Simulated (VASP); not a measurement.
# KCl (I4/mmm) in VASP: a series of runs, part 2 of 2

VASP 6.6.1. The steps go on from the part before.

## Step 3: Single point, PBEsol (strain -0.040 along x and y, -0.080 along z)

File INCAR:

```
PREC = Accurate ; ENCUT = 520
EDIFF = 1E-6 ; ISMEAR = 0
SIGMA = 0.05 ; LREAL = False
LASPH = True ; NELM = 60
ALGO = Normal ; ISIF = 2
LWAVE = False ; LCHARG = False
GGA = PS ; NBANDS = 15
```

File KPOINTS:

```
regular mesh
0
Gamma
  6 6 6
```

File POSCAR:

```
KCl
1.0
    0.0000000000      3.0298560000      2.9036120000
    3.0298560000      0.0000000000      2.9036120000
    3.0298560000      3.0298560000      0.0000000000
K Cl
1 1
Direct
    0.0000000000      0.0000000000      0.0000000000
    0.5000000000      0.5000000000      0.5000000000
```

Potentials or basis: VASP PAW PBE potentials, release 64 (K_sv, Cl).

The run is started by

```sh
$ cat potpaw_PBE.64/K_sv/POTCAR potpaw_PBE.64/Cl/POTCAR > POTCAR
$ mpirun -np 1 vasp_std > vasp.out
```

OUTCAR:

```text
PREC = Accurate
   ENCUT = 520
   EDIFF = 1E-6
   ISMEAR = 0
   LREAL = False
   LASPH = True
   NELM = 60
   ISIF = 2
   GGA = PS

 ion  position               nearest neighbor table
   1  0.000  0.000  0.000-   2 2.90   2 2.90   2 3.03   2 3.03   2 3.03   2 3.03
   2  0.500  0.500  0.500-   1 2.90   1 2.90   1 3.03   1 3.03   1 3.03   1 3.03

  LATTYP: Found a body centered tetragonal cell.
 ALAT       =     4.2848634472
 C/A-ratio  =     1.3552879973

  Lattice vectors:

 A1 = (   0.0000000000,  -3.0298560000,  -2.9036120000)
 A2 = (   0.0000000000,   3.0298560000,  -2.9036120000)
 A3 = (   3.0298560000,   0.0000000000,   2.9036120000)

Analysis of symmetry for initial positions (statically):
=====================================================================
 Subroutine PRICEL returns:
 Original cell was already a primitive cell.

 Routine SETGRP: Setting up the symmetry group for a
 body centered tetragonal supercell.

 Subroutine GETGRP returns: Found 16 space group operations
 (whereof 16 operations were pure point group operations)
 out of a pool of 16 trial point group operations.

The static configuration has the point symmetry D_4h.

Analysis of symmetry for dynamics (positions and initial velocities):
=====================================================================
 Subroutine PRICEL returns:
 Original cell was already a primitive cell.

 Routine SETGRP: Setting up the symmetry group for a
 body centered tetragonal supercell.

 Subroutine GETGRP returns: Found 16 space group operations
 (whereof 16 operations were pure point group operations)
 out of a pool of 16 trial point group operations.

The dynamic configuration has the point symmetry D_4h.

 Subroutine INISYM returns: Found 16 space group operations
 (whereof 16 operations are pure point group operations),
 and found     1 'primitive' translations

----------------------------------------------------------------------------------------

                                     Primitive cell

  volume of cell :      53.3105

  direct lattice vectors                    reciprocal lattice vectors
     0.000000000  3.029856000  2.903612000    -0.165024344  0.165024344  0.172199316
     3.029856000  0.000000000  2.903612000     0.165024344 -0.165024344  0.172199316
     3.029856000  3.029856000  0.000000000     0.165024344  0.165024344 -0.172199316

  length of vectors
     4.196545011  4.196545011  4.284863447     0.290032193  0.290032193  0.290032193

  position of ions in fractional coordinates (direct lattice)
     0.000000000  0.000000000  0.000000000
     0.500000000  0.500000000  0.500000000

  ion indices of the primitive-cell ions
   primitive index   ion index
                 1           1
                 2           2

----------------------------------------------------------------------------------------

 KPOINTS: regular mesh

Automatic generation of k-mesh.
 Grid dimensions read from file:
 generate k-points for:    6    6    6

 Generating k-lattice:

  Cartesian coordinates                     Fractional coordinates (reciprocal lattice)
[... 41 lines left out ...]
 [... further k-points ...]
   k-points           NKPTS =     30   k-points in BZ     NKDIM =     30   number of bands    NBANDS=     15
   number of dos      NEDOS =    301   number of ions     NIONS =      2
   total plane-waves  NPLWV =  32768
   dimension x,y,z NGX =    32 NGY =   32 NGZ =   32
   dimension x,y,z NGXF=    64 NGYF=   64 NGZF=   64
   ions per type =               1   1
   NGX,Y,Z   is equivalent  to a cutoff of  12.68, 12.68, 12.42 a.u.
   NGXF,Y,Z  is equivalent  to a cutoff of  25.35, 25.35, 24.83 a.u.
 SYSTEM =  unknown system
   PREC   = accura    normal or accurate (medium, high low for compatibility)
   ISTART =      0    job   : 0-new  1-cont  2-samecut
   ICHARG =      2    charge: 1-file 2-atom 10-const
   ISPIN  =      1    spin polarized calculation?
   LNONCOLLINEAR =      F non collinear calculations
   LSORBIT =      F    spin-orbit coupling
   LASPH  =      T    aspherical Exc in radial PAW
   ENCUT  =  520.0 eV  38.22 Ry    6.18 a.u.   7.80  7.80  7.97*2*pi/ulx,y,z
   NELM   =     60;   NELMIN=  2; NELMDL= -5     # of ELM steps
   EDIFF  = 0.1E-05   stopping-criterion for ELM
   LREAL  =      F    real-space projection
   EDIFFG = 0.1E-04   stopping-criterion for IOM
   NSW    =      0    number of steps for IOM
   IBRION =     -1    ionic relax: 0-MD 1-quasi-New 2-CG
   NFREE  =      0    steps in history (QN), initial steepest desc. (CG)
   ISIF   =      2    stress and relaxation
   ISYM   =      2    0-nonsym 1-usesym 2-fastsym
   POTIM  = 0.5000    time-step for ionic-motion
   TEBEG  =    0.0;   TEEND  =   0.0 temperature during run
   PSTRESS=    0.0 pullay stress
   NELECT =      16.0000    total number of electrons
   NUPDOWN=      -1.0000    fix difference up-down
   EMIN   =  10.00;   EMAX   =-10.00  energy-range for DOS
   EFERMI =   0.00;   METHOD = LEGACY
   ISMEAR =     0;   SIGMA  =   0.05  broadening in eV -4-tet -1-fermi 0-gaus
   EFERMI_NEDOS =   21; number of points for ismear=-14 and -15
   IALGO  =     38    algorithm
   IMIX   =      4    mixing-type and parameters
     AMIX     =   0.40;   BMIX     =  1.00
     AMIX_MAG =   1.60;   BMIX_MAG =  1.00
  volume/ion in A,a.u.               =      26.66       179.88
  Fermi-wavevector in a.u.,A,eV,Ry     =   1.096084  2.071299 16.346051  1.201401
  Thomas-Fermi vector in A             =   2.232420
   LORBIT       =      0    0 simple, 1 ext, 2 COOP (PROOUT), +10 PAW based schemes
   GGA     = PS    functional components
   LHFCALC =     F    Hartree Fock is set to
   AEXX    =    0.0000 exact exchange contribution
   IVDW    =     0    specifies the selected vdW correction
   LEPSILON=     F    determine dielectric tensor
   LRPA    =     F    only Hartree local field effects (RPA)
 non-spin polarized calculation
 Gauss-broadening in eV      SIGMA  =   0.05
  energy-cutoff  :      520.00
  volume of cell :       53.31
 maximum number of plane-waves:      1460
   NGX = 15   NGY = 15   NGZ = 15

 number of electron      16.0000000 magnetization

 Free energy of the ion-electron system (eV)
  ---------------------------------------------------
  ext. energy  EPLUGINS =         0.00000000
  ---------------------------------------------------
  free energy    TOTEN  =        -6.93181327 eV

  energy without entropy =       -6.93181327  energy(sigma->0) =       -6.93181327

 E-fermi :  -0.8797     XC(G=0):  -8.4109

 val. band max:       -1.1557840252   @ k =   0.0000   0.0000   0.0000
 cond. band min:       4.3415765778   @ k =   0.0000   0.0000   0.0000
 fundamental gap:      5.4973606031
 Fermi energy:        -0.8797039394

 k-point     1 :       0.0000    0.0000    0.0000
  band No.  band energies     occupation
      1     -27.9116      2.00000
      2     -13.5109      2.00000
      3     -11.4595      2.00000
      4     -11.4341      2.00000
      5     -11.4341      2.00000
      6      -1.2331      2.00000
      7      -1.2331      2.00000
      8      -1.1558      2.00000
      9       4.3416      0.00000
     10       6.9889      0.00000
     11       6.9889      0.00000
     12       7.3123      0.00000
     13       7.9649      0.00000
     14       8.2195      0.00000
[... 401 lines left out ...]
      2     -13.4955      2.00000
      3     -11.6275      2.00000
      4     -11.5195      2.00000
      5     -11.4286      2.00000
      6      -2.0538      2.00000
      7      -1.6499      2.00000
      8      -1.5008      2.00000
      9       5.5448      0.00000
     10       7.7688      0.00000
     11       9.1777      0.00000
     12       9.5612      0.00000
     13       9.9799      0.00000
     14      10.6756      0.00000
     15      11.2453      0.00000

 [... further k-points ...]

------------------------ aborting loop because EDIFF is reached ----------------------------------------

  FORCE on cell =-STRESS in cart. coord.  units (eV):
  Direction    XX          YY          ZZ          XY          YZ          ZX
  --------------------------------------------------------------------------------------
  -------------------------------------------------------------------------------------
  Total        0.8440471      0.8440471      1.9803439      0.0000000     -0.0000000      0.0000000
  in kB       25.3667430     25.3667430     59.5166719      0.0000000     -0.0000000      0.0000000
  external PRESSURE =      36.7500526 kB  Pullay stress =       0.0000000 kB

 VOLUME and BASIS-vectors are now :
 -----------------------------------------------------------------------------
  energy-cutoff  :      520.00
  volume of cell :       53.31
      direct lattice vectors                 reciprocal lattice vectors
     0.000000000  3.029856000  2.903612000    -0.165024344  0.165024344  0.172199316
     3.029856000  0.000000000  2.903612000     0.165024344 -0.165024344  0.172199316
     3.029856000  3.029856000  0.000000000     0.165024344  0.165024344 -0.172199316

 POSITION                                       TOTAL-FORCE (eV/Angst)
 -----------------------------------------------------------------------------------
      0.00000      0.00000      0.00000        -0.000000      0.000000      0.000000
      3.02986      3.02986      2.90361         0.000000     -0.000000      0.000000
 -----------------------------------------------------------------------------------
    total drift:                                0.000000     -0.000000     -0.000000

  FREE ENERGIE OF THE ION-ELECTRON SYSTEM (eV)
  ---------------------------------------------------
  free  energy   TOTEN  =        -6.9318132698 eV

  energy  without entropy=       -6.9318132698  energy(sigma->0) =       -6.93181327
```

OSZICAR:

```text
N       E                     dE             d eps       ncg     rms          rms(c)
DAV:   1     0.109299307485E+03    0.10930E+03   -0.73000E+03   900   0.972E+02
DAV:   2    -0.624338641467E+00   -0.10992E+03   -0.10144E+03  1169   0.251E+02
DAV:   3    -0.694747184084E+01   -0.63231E+01   -0.62896E+01  1251   0.531E+01
DAV:   4    -0.715729407354E+01   -0.20982E+00   -0.20978E+00  1306   0.921E+00
DAV:   5    -0.715940124334E+01   -0.21072E-02   -0.21071E-02  1309   0.913E-01    0.443E+00
DAV:   6    -0.693565221321E+01    0.22375E+00   -0.31590E-01  1117   0.331E+00    0.356E+00
DAV:   7    -0.692347068624E+01    0.12182E-01   -0.81402E-02  1187   0.180E+00    0.189E+00
DAV:   8    -0.693112468413E+01   -0.76540E-02   -0.13172E-02  1141   0.891E-01    0.205E-01
DAV:   9    -0.693137266229E+01   -0.24798E-03   -0.36367E-04  1201   0.124E-01    0.915E-02
DAV:  10    -0.693180967564E+01   -0.43701E-03   -0.47525E-04   949   0.131E-01    0.254E-02
DAV:  11    -0.693181109582E+01   -0.14202E-05   -0.10284E-05  1337   0.201E-02    0.663E-03
DAV:  12    -0.693181296944E+01   -0.18736E-05   -0.17028E-06  1011   0.988E-03    0.127E-03
DAV:  13    -0.693181326981E+01   -0.30038E-06   -0.27935E-07   856   0.337E-03
   1 F= -.69318133E+01 E0= -.69318133E+01  d E =-.750126E-17
```

stdout:

```text
POSCAR found type information on POSCAR K Cl
 POSCAR found :  2 types and       2 ions
 scaLAPACK will be used
 -----------------------------------------------------------------------------
|                                                                             |
|                                                                             |
|     You enforced a specific xc type in the INCAR file but a different       |
|     I HOPE YOU KNOW WHAT YOU ARE DOING!                                     |
|                                                                             |
 -----------------------------------------------------------------------------

 LDA part: xc-table for (Slater+PW92), standard interpolation
 POSCAR, INCAR and KPOINTS ok, starting setup
 FFT: planning ... GRIDC
 FFT: planning ... GRID_SOFT
 FFT: planning ... GRID
 WAVECAR not read
 entering main loop
```

Wall time 8 s (1 thread of Intel Xeon 6975P-C (Granite Rapids), shared host); peak memory 0.17 GiB.

What came out:

```yaml
Free_energy: -6.9318 eV
Pressure: 3.7 GPa
Band_gap_on_the_k_mesh: 5.50 eV, direct
```

Caveat: the cell differs from its parent crystal (strain -0.040 along x and y, -0.080 along z); the PAW data sets were made with another functional, which shifts forces and pressure a little.
